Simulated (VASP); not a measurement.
A run of VASP 6.6.1 is set up as follows.

The input INCAR:

```
SYSTEM = SnO2
PREC = Accurate
ENCUT = 520
EDIFF = 1E-7
ISMEAR = 0
SIGMA = 0.01
LREAL = .False.
LASPH = .True.
NELM = 100
ALGO = Normal
ISIF = 2
LWAVE = .False.
LCHARG = .True.
GGA = PE
LELF = .True.
LVHAR = .True.
NBANDS = 35
```

Contents of KPOINTS:

```
regular mesh
0
Gamma
  4 4 6
  0 0 0
```

POSCAR

```
SnO2
1.0
    4.9204074109      0.0000000000      0.0000000000
    0.0000000000      4.9204074109      0.0000000000
    0.0000000000      0.0000000000      3.3091764911
Sn O
2 4
Direct
    0.0000000000      0.0000000000      0.0000000000
    0.5000000000      0.5000000000      0.5000000000
    0.3071000000      0.3071000000      0.0000000000
    0.1929000000      0.8071000000      0.5000000000
    0.6929000000      0.6929000000      0.0000000000
    0.8071000000      0.1929000000      0.5000000000
```

Potentials or basis: VASP PAW PBE potentials, release 64 (Sn_d, O).

Command:

```bash
$ cat potpaw_PBE.64/Sn_d/POTCAR potpaw_PBE.64/O/POTCAR > POTCAR
$ mpirun -np 1 vasp_std > vasp.out
```

(1) What does it give for the pressure?

(2) Estimate the largest force.

## Answers

(1) -8.9 GPa.

(2) 0.118 eV/Å.
